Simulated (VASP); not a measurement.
# MoS2 in VASP: settings compared, part 2 of 2

VASP 6.6.1.

## Step 3: Single point, r2SCAN50

Contents of POSCAR:

```
MoS2
1.0
    3.1841260822      0.0000000000      0.0000000000
   -1.5920630411      2.7575340760      0.0000000000
    0.0000000000      0.0000000000     17.3345999500
Mo S
1 2
Direct
    0.0000000000      0.0000000000      0.0000000000
    0.3333333333      0.6666666667      0.9105070200
    0.3333333333      0.6666666667      0.0894929800
```

Contents of INCAR.step1:

```
SYSTEM = MoS2
ALGO     = Normal         ! electronic algorithm
EDIFF    = 1E-5           ! SCF threshold, eV
ENCUT    = 520            ! plane-wave cutoff, eV
GGA      = PE             ! functional
ISIF     = 2              ! what is computed and relaxed
ISMEAR   = -1             ! smearing method
LASPH    = .TRUE.         ! aspherical terms in the spheres
LCHARG   = .FALSE.        ! write CHGCAR
LREAL    = .FALSE.        ! projectors in reciprocal space
LWAVE    = .TRUE.         ! write WAVECAR
NBANDS   = 20             ! bands
NELM     = 100            ! most SCF steps
PREC     = Accurate       ! precision mode
SIGMA    = 0.05           ! smearing width, eV
```

Contents of INCAR.step2:

```
SYSTEM = MoS2
AEXX     = 0.5            ! exact-exchange fraction
ALGO     = Normal         ! electronic algorithm
EDIFF    = 1E-7           ! SCF threshold, eV
ENCUT    = 520            ! plane-wave cutoff, eV
ISIF     = 2              ! what is computed and relaxed
ISMEAR   = -1             ! smearing method
ISTART   = 1            
LASPH    = .TRUE.         ! aspherical terms in the spheres
LCHARG   = .FALSE.        ! write CHGCAR
LHFCALC  = .TRUE.         ! exact exchange
LMIXTAU  = .TRUE.       
LREAL    = .FALSE.        ! projectors in reciprocal space
LWAVE    = .FALSE.        ! write WAVECAR
METAGGA  = R2SCAN         ! meta-GGA
NBANDS   = 20             ! bands
NELM     = 100            ! most SCF steps
PREC     = Accurate       ! precision mode
PRECFOCK = Normal       
SIGMA    = 0.05           ! smearing width, eV
```

Contents of KPOINTS:

```
k-points
0
G
  5 5 1
  0 0 0
```

Potentials or basis: VASP PAW PBE potentials, release 64 (Mo_sv, S).

Started as:

```sh
> cat potpaw_PBE.64/Mo_sv/POTCAR potpaw_PBE.64/S/POTCAR > POTCAR
> cp INCAR.step1 INCAR
> mpirun -np 1 vasp_std > vasp.out
> cp INCAR.step2 INCAR
> mpirun -np 1 vasp_std > vasp.out
```

OUTCAR:

```text
SYSTEM = MoS2
   AEXX = 0.5
   EDIFF = 1E-7
   ENCUT = 520
   ISIF = 2
   ISMEAR = -1
   ISTART = 1
   LASPH = .TRUE.
   LHFCALC = .TRUE.
   LREAL = .FALSE.
   METAGGA = R2SCAN
   NELM = 100
   PREC = Accurate
   PRECFOCK = Normal

 ion  position               nearest neighbor table
   1  0.000  0.000  0.000-   2 2.41   3 2.41   2 2.41   3 2.41   2 2.41   3 2.41
   2  0.333  0.667  0.911-   1 2.41   1 2.41   1 2.41
   3  0.333  0.667  0.089-   1 2.41   1 2.41   1 2.41

  LATTYP: Found a hexagonal cell.
 ALAT       =     3.1841260822
 C/A-ratio  =     5.4440683260

  Lattice vectors:

 A1 = (   3.1841260822,   0.0000000000,   0.0000000000)
 A2 = (  -1.5920630411,   2.7575340760,   0.0000000000)
 A3 = (   0.0000000000,   0.0000000000,  17.3345999500)

Analysis of symmetry for initial positions (statically):
=====================================================================
 Subroutine PRICEL returns:
 Original cell was already a primitive cell.

 Routine SETGRP: Setting up the symmetry group for a
 hexagonal supercell.

 Subroutine GETGRP returns: Found 12 space group operations
 (whereof 12 operations were pure point group operations)
 out of a pool of 24 trial point group operations.

The static configuration has the point symmetry D_3h.

Analysis of symmetry for dynamics (positions and initial velocities):
=====================================================================
 Subroutine PRICEL returns:
 Original cell was already a primitive cell.

 Routine SETGRP: Setting up the symmetry group for a
 hexagonal supercell.

 Subroutine GETGRP returns: Found 12 space group operations
 (whereof 12 operations were pure point group operations)
[... 103 lines left out ...]
     AMIX     =   0.40;   BMIX     =  1.00
     AMIX_MAG =   1.60;   BMIX_MAG =  1.00
  volume/ion in A,a.u.               =      50.73       342.37
  Fermi-wavevector in a.u.,A,eV,Ry     =   0.908359  1.716550 11.226391  0.825116
  Thomas-Fermi vector in A             =   2.032276
   LORBIT       =      0    0 simple, 1 ext, 2 COOP (PROOUT), +10 PAW based schemes
   METAGGA = R2SCAN    functional components
   LHFCALC =     T    Hartree Fock is set to
   PRECFOCK=normal    Normal, Fast or Accurate (Low or Medium for compatibility)
   ENCUT4O =  -1.0   cutoff for four orbital integrals eV
   NKREDX  =     1    reduce k-point grid by
   NKREDY  =     1    reduce k-point grid by
   NKREDZ  =     1    reduce k-point grid by
   AEXX    =    0.5000 exact exchange contribution
   HFSCREEN=    0.0000 screening length (either q_TF or 0.3 A-1)
   HFSCREENC=   0.0000 screening length for correlation (either q_TF or 0.3 A-1)
   ENCUTFOCK=  -1.0 apply spherical cutoff to Coloumb kernel
   IVDW    =     0    specifies the selected vdW correction
   LEPSILON=     F    determine dielectric tensor
   LRPA    =     F    only Hartree local field effects (RPA)
 non-spin polarized calculation
  energy-cutoff  :      520.00
  volume of cell :      152.20
 maximum number of plane-waves:      4124
 NGX is ok and might be reduce to    24
  NGX = 18; NGY = 18; NGZ = 98

 number of electron      25.9999999 magnetization

 Free energy of the ion-electron system (eV)
  ---------------------------------------------------
  ext. energy  EPLUGINS =         0.00000000
  ---------------------------------------------------
  free energy    TOTEN  =       -46.92655570 eV

  energy without entropy =      -46.92655570  energy(sigma->0) =      -46.92655570

 E-fermi :  -2.0589     XC(G=0):  -2.4897

 val. band max:       -3.1902054431   @ k =   0.0000   0.0000   0.0000
 cond. band min:       1.5130809928   @ k =   0.4000   0.2000   0.0000
 fundamental gap:      4.7032864360
 Fermi energy:        -2.0588733942

 k-point     1 :       0.0000    0.0000    0.0000
  band No.  band energies     occupation
      1     -72.8004      2.00000
      2     -43.8137      2.00000
      3     -43.5283      2.00000
      4     -43.5283      2.00000
      5     -20.6846      2.00000
      6     -19.0116      2.00000
[... 104 lines left out ...]
     19       9.2683      0.00000
     20       9.5100      0.00000

------------------------ aborting loop because EDIFF is reached ----------------------------------------

  FORCE on cell =-STRESS in cart. coord.  units (eV):
  Direction    XX          YY          ZZ          XY          YZ          ZX
  --------------------------------------------------------------------------------------
  -------------------------------------------------------------------------------------
  Total       -2.9455538     -2.9455538     -2.6771123      0.0000000      0.0000000      0.0000000
  in kB      -31.0064879    -31.0064879    -28.1807277      0.0000000      0.0000000      0.0000000
  external PRESSURE =     -30.0645678 kB  Pullay stress =       0.0000000 kB

 VOLUME and BASIS-vectors are now :
 -----------------------------------------------------------------------------
  energy-cutoff  :      520.00
  volume of cell :      152.20
      direct lattice vectors                 reciprocal lattice vectors
     3.184126082  0.000000000  0.000000000     0.314057915  0.181321422  0.000000000
    -1.592063041  2.757534076  0.000000000     0.000000000  0.362642844  0.000000000
     0.000000000  0.000000000 17.334599950     0.000000000  0.000000000  0.057688092

 POSITION                                       TOTAL-FORCE (eV/Angst)
 -----------------------------------------------------------------------------------
      0.00000      0.00000      0.00000         0.000000     -0.000000      0.000000
     -0.00000      1.83836     15.78327        -0.000000      0.000000      0.823503
     -0.00000      1.83836      1.55133         0.000000      0.000000     -0.823503
 -----------------------------------------------------------------------------------
    total drift:                               -0.000000      0.000000      0.000000

  FREE ENERGIE OF THE ION-ELECTRON SYSTEM (eV)
  ---------------------------------------------------
  free  energy   TOTEN  =       -46.9265557010 eV

  energy  without entropy=      -46.9265557010  energy(sigma->0) =      -46.92655570
```

OUTCAR.step1:

```text
SYSTEM = MoS2
   EDIFF = 1E-5
   ENCUT = 520
   GGA = PE
   ISIF = 2
   ISMEAR = -1
   LASPH = .TRUE.
[... 318 lines left out ...]
      0.00000      0.00000      0.00000         0.000000      0.000000      0.000000
     -0.00000      1.83836     15.78327        -0.000000      0.000000     -0.208168
     -0.00000      1.83836      1.55133        -0.000000     -0.000000      0.208168
 -----------------------------------------------------------------------------------
    total drift:                                0.000000     -0.000000     -0.000000

  FREE ENERGIE OF THE ION-ELECTRON SYSTEM (eV)
  ---------------------------------------------------
  free  energy   TOTEN  =       -21.8488677285 eV

  energy  without entropy=      -21.8488677272  energy(sigma->0) =      -21.84886773
```

OSZICAR.step1:

```text
N       E                     dE             d eps       ncg     rms          rms(c)
DAV:   1     0.167372110621E+03    0.16737E+03   -0.12466E+04   240   0.108E+03
DAV:   2    -0.115854249429E+02   -0.17896E+03   -0.17372E+03   264   0.258E+02
DAV:   3    -0.231811965099E+02   -0.11596E+02   -0.11471E+02   264   0.575E+01
DAV:   4    -0.233638881012E+02   -0.18269E+00   -0.18249E+00   252   0.779E+00
DAV:   5    -0.233683651245E+02   -0.44770E-02   -0.44767E-02   268   0.118E+00    0.239E+01
DAV:   6    -0.222528844905E+02    0.11155E+01   -0.11176E+01   216   0.198E+01    0.889E+00
DAV:   7    -0.220521660677E+02    0.20072E+00   -0.52237E+00   224   0.128E+01    0.598E+00
DAV:   8    -0.218531552948E+02    0.19901E+00   -0.10272E+00   236   0.601E+00    0.150E+00
DAV:   9    -0.218522517442E+02    0.90355E-03   -0.32995E-02   248   0.112E+00    0.761E-01
DAV:  10    -0.218492992765E+02    0.29525E-02   -0.11885E-02   240   0.690E-01    0.155E-01
DAV:  11    -0.218489095598E+02    0.38972E-03   -0.62462E-04   252   0.157E-01    0.763E-02
DAV:  12    -0.218488566920E+02    0.52868E-04   -0.11922E-04   280   0.565E-02    0.281E-02
DAV:  13    -0.218487546565E+02    0.10204E-03   -0.24196E-04   244   0.660E-02    0.435E-02
DAV:  14    -0.218488581636E+02   -0.10351E-03   -0.54538E-05   240   0.386E-02    0.168E-02
DAV:  15    -0.218488677285E+02   -0.95649E-05   -0.13655E-05   180   0.190E-02
   1 F= -.21848868E+02 E0= -.21848868E+02  d E =-.136271E-08
```

Run time: 27 min. Hardware: 1 thread of Intel Xeon Platinum 8488C (Sapphire Rapids), shared host; peak memory 0.31 GiB.

Results:

```
Free energy            : -46.9266 eV
Largest force          : 0.824 eV/Å
Band gap on the k mesh : 4.70 eV, indirect (least direct gap 4.94 eV)
```

Forces on the atoms (eV/Å):
```
Mo   0.000  0.000  0.000
S    0.000  0.000  0.824
S    0.000  0.000 -0.824
```

Levels at points of the mesh, in eV from the valence-band top:
```
           k point  band 11  band 12  band 13  band 14  band 15  band 16
(0.00, 0.00, 0.00)    -1.86    -1.86     0.00     5.94     5.94     6.21
```

Caveat: the k points lie up to 0.46 Å⁻¹ apart; the PAW data sets were made with another functional, which shifts forces and pressure a little.
